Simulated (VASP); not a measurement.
# InP (P6_3/mmc) in VASP: settings compared, part 2 of 2

VASP 6.6.1.

## (3) Single point, PBE

This run uses another cell than the first one, of 21.59 Å³/atom.

The input, INCAR:

```
  PREC = Accurate
  ENCUT = 520
  EDIFF = 1E-6
  ISMEAR = -1
  SIGMA = 0.02
  LREAL = False
  LASPH = True
  NELM = 80
  ALGO = Normal
  ISIF = 2
  LWAVE = False
  LCHARG = False
  GGA = PE
  NBANDS = 26
```

The input, KPOINTS:

```
Automatic mesh
0
Gamma
  12 12 4
```

The input, POSCAR:

```
InP
1.0
    3.8843624194      0.0000000000      0.0000000000
   -1.9421812097      3.3639565327      0.0000000000
    0.0000000000      0.0000000000      6.6088054346
In P
2 2
Direct
    0.0000000000      0.0000000000      0.0000000000
    0.0000000000      0.0000000000      0.5000000000
    0.3333333333      0.6666666667      0.2500000000
    0.6666666667      0.3333333333      0.7500000000
```

Potentials or basis: VASP PAW PBE potentials, release 64 (In_d, P).

Started as:

```bash
$ cat potpaw_PBE.64/In_d/POTCAR potpaw_PBE.64/P/POTCAR > POTCAR
$ mpirun -np 1 vasp_std > vasp.out
```

OUTCAR:

```text
PREC = Accurate
   ENCUT = 520
   EDIFF = 1E-6
   ISMEAR = -1
   LREAL = False
   LASPH = True
   NELM = 80
   ISIF = 2
   GGA = PE

 ion  position               nearest neighbor table
   1  0.000  0.000  0.000-   3 2.79   4 2.79   3 2.79   4 2.79   4 2.79   3 2.79   2 3.30   2 3.30

   2  0.000  0.000  0.500-   3 2.79   4 2.79   3 2.79   4 2.79   4 2.79   3 2.79   1 3.30   1 3.30

   3  0.333  0.667  0.250-   1 2.79   2 2.79   1 2.79   2 2.79   1 2.79   2 2.79
   4  0.667  0.333  0.750-   1 2.79   2 2.79   1 2.79   2 2.79   1 2.79   2 2.79

  LATTYP: Found a hexagonal cell.
 ALAT       =     3.8843624194
 C/A-ratio  =     1.7013874405

  Lattice vectors:

 A1 = (   3.8843624194,   0.0000000000,   0.0000000000)
 A2 = (  -1.9421812097,   3.3639565327,   0.0000000000)
 A3 = (   0.0000000000,   0.0000000000,   6.6088054346)

Analysis of symmetry for initial positions (statically):
=====================================================================
 Subroutine PRICEL returns:
 Original cell was already a primitive cell.

[... 174 lines left out ...]

 E-fermi :   6.8822     XC(G=0): -10.2937

 val. band max:        6.8464421499   @ k =   0.0833   0.0833   0.2500
 cond. band min:       6.8827038528   @ k =   0.0000   0.0000   0.5000
 fundamental gap:      0.0362617030
 Fermi energy:         6.8822333519

 k-point     1 :       0.0000    0.0000    0.0000
  band No.  band energies     occupation
      1      -7.5742      2.00000
      2      -7.4767      2.00000
      3      -7.4767      2.00000
      4      -7.3860      2.00000
      5      -7.3860      2.00000
      6      -7.3778      2.00000
[... 685 lines left out ...]
     25      14.4023      0.00000
     26      14.5487      0.00000

 [... further k-points ...]

------------------------ aborting loop because EDIFF is reached ----------------------------------------

  FORCE on cell =-STRESS in cart. coord.  units (eV):
  Direction    XX          YY          ZZ          XY          YZ          ZX
  --------------------------------------------------------------------------------------
  -------------------------------------------------------------------------------------
  Total       -0.0291801     -0.0291801     -0.0269825      0.0000000      0.0000000     -0.0000000
  in kB       -0.5413830     -0.5413830     -0.5006101      0.0000000      0.0000000     -0.0000000
  external PRESSURE =      -0.5277921 kB  Pullay stress =       0.0000000 kB

 VOLUME and BASIS-vectors are now :
 -----------------------------------------------------------------------------
  energy-cutoff  :      520.00
  volume of cell :       86.36
      direct lattice vectors                 reciprocal lattice vectors
     3.884362419  0.000000000  0.000000000     0.257442507  0.148634501  0.000000000
    -1.942181210  3.363956533  0.000000000     0.000000000  0.297269002  0.000000000
     0.000000000  0.000000000  6.608805435     0.000000000  0.000000000  0.151313276

 POSITION                                       TOTAL-FORCE (eV/Angst)
 -----------------------------------------------------------------------------------
      0.00000      0.00000      0.00000         0.000000      0.000000      0.000000
      0.00000      0.00000      3.30440         0.000000      0.000000      0.000000
     -0.00000      2.24264      1.65220         0.000000     -0.000000     -0.000000
      1.94218      1.12132      4.95660        -0.000000      0.000000     -0.000000
 -----------------------------------------------------------------------------------
    total drift:                               -0.000000      0.000000      0.000000

  FREE ENERGIE OF THE ION-ELECTRON SYSTEM (eV)
  ---------------------------------------------------
  free  energy   TOTEN  =       -15.5918777948 eV

  energy  without entropy=      -15.5907713528  energy(sigma->0) =      -15.59132457
```

It took 55 s on 1 thread of AMD EPYC 9R45 (Zen 5), shared host; peak memory 0.23 GiB.

What came out:

```yaml
Free_energy: -15.5919 eV
Pressure: -0.1 GPa
Band_gap_on_the_k_mesh: zero (bands 18 and 19 overlap by 2.75 eV)
```

Caveat: spin-orbit coupling is left out, which moves the levels of the heavy elements.

## (4) Single point, r2SCAN

The input, POSCAR:

```
InP
1.0
    3.8532866883      0.0000000000      0.0000000000
   -1.9266433442      3.3370441601      0.0000000000
    0.0000000000      0.0000000000      6.5534407621
In P
2 2
Direct
    0.0000000000      0.0000000000      0.0000000000
    0.0000000000      0.0000000000      0.5000000000
    0.3333333333      0.6666666667      0.2500000000
    0.6666666667      0.3333333333      0.7500000000
```

The input, INCAR.step1:

```
SYSTEM = InP
ALGO = Normal
EDIFF = 1E-4
ENCUT = 520
GGA = PE
ISMEAR = -1
LASPH = .TRUE.
LCHARG = .FALSE.
LREAL = .FALSE.
LWAVE = .TRUE.
NBANDS = 26
NELM = 80
PREC = Accurate
SIGMA = 0.02
```

The input, INCAR.step2:

```
SYSTEM = InP
ALGO = Normal
EDIFF = 1E-6
ENCUT = 520
ISIF = 2
ISMEAR = -1
ISTART = 1
LASPH = .TRUE.
LCHARG = .TRUE.
LELF = .TRUE.
LMIXTAU = .TRUE.
LREAL = .FALSE.
LVHAR = .TRUE.
LWAVE = .FALSE.
METAGGA = R2SCAN
NBANDS = 26
NELM = 80
PREC = Accurate
SIGMA = 0.02
```

The input, KPOINTS:

```
k-points
0
G
  12 12 4
  0 0 0
```

Started as:

```bash
$ cat potpaw_PBE.64/In_d/POTCAR potpaw_PBE.64/P/POTCAR > POTCAR
$ cp INCAR.step1 INCAR
$ mpirun -np 1 vasp_std > vasp.out
$ cp INCAR.step2 INCAR
$ mpirun -np 1 vasp_std > vasp.out
```

Run time: 3.8 min. Hardware: 1 thread of AMD EPYC 9R45 (Zen 5), shared host; peak memory 0.25 GiB.

Results (log left out):

```yaml
Free_energy: -63.2116 eV
Pressure: 0.0 GPa
Band_gap_on_the_k_mesh: zero (bands 18 and 19 overlap by 2.58 eV)
```

Levels at points of the mesh, in eV from the Fermi level:
```tsv
k point	band 16	band 17	band 18	band 19	band 20	band 21
(0.00, 0.00, 0.00)	-0.39	0.27	0.27	0.68	2.95	5.25
(0.50, 0.00, 0.00)	-3.50	-2.34	0.12	1.51	2.39	2.96
(0.00, 0.00, 0.50)	-0.03	-0.03	-0.03	2.94	2.94	5.27
(0.50, 0.00, 0.50)	-1.71	-1.42	-1.42	0.44	0.44	4.05
```

Caveat: the PAW data sets were made with another functional, which shifts forces and pressure a little; spin-orbit coupling is left out, which moves the levels of the heavy elements.

## (5) Single point, r2SCAN

POSCAR is that of step 4.

The input, INCAR.step1:

```
ALGO = Normal
EDIFF = 1E-4
ENCUT = 520
GGA = PE
ISMEAR = -1
LASPH = True
LCHARG = False
LREAL = False
LWAVE = True
NBANDS = 26
NELM = 60
PREC = Accurate
SIGMA = 0.02
```

The input, INCAR.step2:

```
ALGO = Normal
EDIFF = 1E-6
ENCUT = 520
ISIF = 2
ISMEAR = -1
ISTART = 1
LASPH = True
LCHARG = False
LMIXTAU = True
LREAL = False
LWAVE = False
METAGGA = R2SCAN
NBANDS = 26
NELM = 60
PREC = Accurate
SIGMA = 0.02
```

The input, KPOINTS:

```
k-points
0
Gamma
  12 12 4
```

Started as:

```bash
$ cat potpaw_PBE.64/In_d/POTCAR potpaw_PBE.64/P/POTCAR > POTCAR
$ cp INCAR.step1 INCAR
$ mpirun -np 1 vasp_std > vasp.out
$ cp INCAR.step2 INCAR
$ mpirun -np 1 vasp_std > vasp.out
```

Wall time 3.4 min (1 thread of AMD EPYC 9R45 (Zen 5), shared host); peak memory 0.25 GiB.

It converged, with:

- Free energy: -63.2116 eV
- Pressure: 0.0 GPa
- Band gap on the k mesh: zero (bands 18 and 19 overlap by 2.58 eV)

Levels at points of the mesh, in eV from the Fermi level:
```
           k point  band 16  band 17  band 18  band 19  band 20  band 21
(0.00, 0.00, 0.00)    -0.39     0.27     0.27     0.68     2.95     5.25
(0.50, 0.00, 0.00)    -3.50    -2.34     0.12     1.51     2.39     2.96
(0.00, 0.00, 0.50)    -0.03    -0.03    -0.03     2.94     2.94     5.27
(0.50, 0.00, 0.50)    -1.71    -1.42    -1.42     0.44     0.44     4.05
```

Caveat: the PAW data sets were made with another functional, which shifts forces and pressure a little; spin-orbit coupling is left out, which moves the levels of the heavy elements.

## (6) Relaxation of cell and atoms, PBE

This run uses another cell than the first one, of 17.89 Å³/atom.

The input, INCAR:

```
SYSTEM = InP
  ALGO = Normal
  EDIFF = 1E-7
  EDIFFG = -0.005
  ENCUT = 600
  GGA = PE
  IBRION = 2
  ISIF = 3
  ISMEAR = -1
  LASPH = .True.
  LCHARG = .False.
  LREAL = .False.
  LWAVE = .False.
  NELM = 100
  NSW = 80
  PREC = Accurate
  SIGMA = 0.02
```

The input, KPOINTS:

```
k-points
0
Gamma
  12 12 4
  0 0 0
```

The input, POSCAR:

```
InP
1.0
    3.7009919700      0.0000000000      0.0000000000
   -1.8504959850      3.2051530652      0.0000000000
    0.0000000000      0.0000000000      6.0326169111
In P
2 2
Direct
    0.0000000000      0.0000000000      0.0000000000
    0.0000000000      0.0000000000      0.5000000000
    0.3333333333      0.6666666667      0.2500000000
    0.6666666667      0.3333333333      0.7500000000
```

Potentials or basis: VASP PAW PBE potentials, release 64 (In_d, P).

Started as:

```bash
$ cat potpaw_PBE.64/In_d/POTCAR potpaw_PBE.64/P/POTCAR > POTCAR
$ mpirun -np 1 vasp_std > vasp.out
```

It took 4.3 min on 1 thread of AMD EPYC 9R45 (Zen 5), shared host; peak memory 0.24 GiB.

The run converged. Its results:

```yaml
Free_energy: -15.5881 eV
Relaxed_volume: 21.58 Å³/atom
Relaxed_cell: a = 3.884 Å, b = 3.884 Å, c = 6.609 Å, α = 90.00°, β = 90.00°, γ = 120.00°
Space_group_after_relaxing_to_0.1_Å: P6_3/mmc (No. 194)
Energy_gained_by_relaxing: 228.5 meV/atom
Ionic_steps: 9
Pressure_after_relaxing: 0.0 GPa
Band_gap_on_the_k_mesh: zero (bands 18 and 19 overlap by 2.75 eV)
```

The path:
| step | energy change (eV) | largest force (eV/Å) | pressure (GPa) | volume (Å³) |
| --- | --- | --- | --- | --- |
| 1 | 0.0000 | 0.0000 | 22.15 | 71.56 |
| 2 | -0.5399 | 0.0000 | -7.37 | 100.27 |
| 3 | -0.9087 | 0.0000 | -0.26 | 86.82 |
| 4 | -0.9087 | 0.0000 | 0.01 | 86.50 |
| 5 | -0.9135 | 0.0000 | 0.08 | 86.29 |
| 6 | -0.9140 | 0.0000 | 0.12 | 86.19 |
| 7 | -0.9140 | 0.0000 | 0.12 | 86.18 |
| 8 | -0.9141 | 0.0000 | -0.06 | 86.39 |
| 9 | -0.9141 | 0.0000 | 0.01 | 86.32 |

Final structure:
```
In P
1.0
     3.88364    0.00000    0.00000
    -1.94182    3.36333    0.00000
     0.00000    0.00000    6.60876
In P
2 2
Direct
  0.00000 0.00000 0.00000
  0.00000 0.00000 0.50000
  0.33333 0.66667 0.25000
  0.66667 0.33333 0.75000
```

Levels at points of the mesh, in eV from the Fermi level:
```tsv
k point	band 16	band 17	band 18	band 19	band 20	band 21
(0.00, 0.00, 0.00)	-0.33	0.02	0.27	0.27	2.45	4.85
(0.50, 0.00, 0.00)	-3.49	-2.16	0.13	1.30	2.06	2.51
(0.00, 0.00, 0.50)	0.00	0.00	0.00	2.35	2.35	4.88
(0.50, 0.00, 0.50)	-1.65	-1.31	-1.31	0.19	0.19	3.72
```

Caveat: the volume moved by over 15 % at a fixed basis, so the end points are rough; spin-orbit coupling is left out, which moves the levels of the heavy elements.

## (7) Summary

| task | level | cell | cutoff (eV) | gap on the mesh (eV) | pressure (GPa) |
| --- | --- | --- | --- | --- | --- |
| single point | PBE | a = 3.853, b = 3.853, c = 6.553 Å, angles 90.0, 90.0, 120.0°, 4 atoms | 520 | none | 1.8 |
| single point | PBE | a = 3.884, b = 3.884, c = 6.609 Å, angles 90.0, 90.0, 120.0°, 4 atoms | 520 | none | -0.1 |
| single point | r2SCAN | a = 3.853, b = 3.853, c = 6.553 Å, angles 90.0, 90.0, 120.0°, 4 atoms | 520 | none | 0.0 |
| relaxation of cell and atoms | PBE | relaxed from a = 3.701, b = 3.701, c = 6.033 Å, angles 90.0, 90.0, 120.0°, 4 atoms | 600 | none | 0.0 |

Alike in all rows: potentials or basis VASP PAW PBE potentials, release 64 (In_d, P); no spin polarisation; k mesh 12 × 12 × 4; smearing fermi-dirac 0.02 eV.

Caveats: spin-orbit coupling is left out, which moves the levels of the heavy elements; the PAW data sets were made with another functional, which shifts forces and pressure a little (at least some runs); the volume moved by over 15 % at a fixed basis, so the end points are rough (at least some runs).

Total energies depend on the potentials used, so only differences within one code and one set of settings carry meaning.
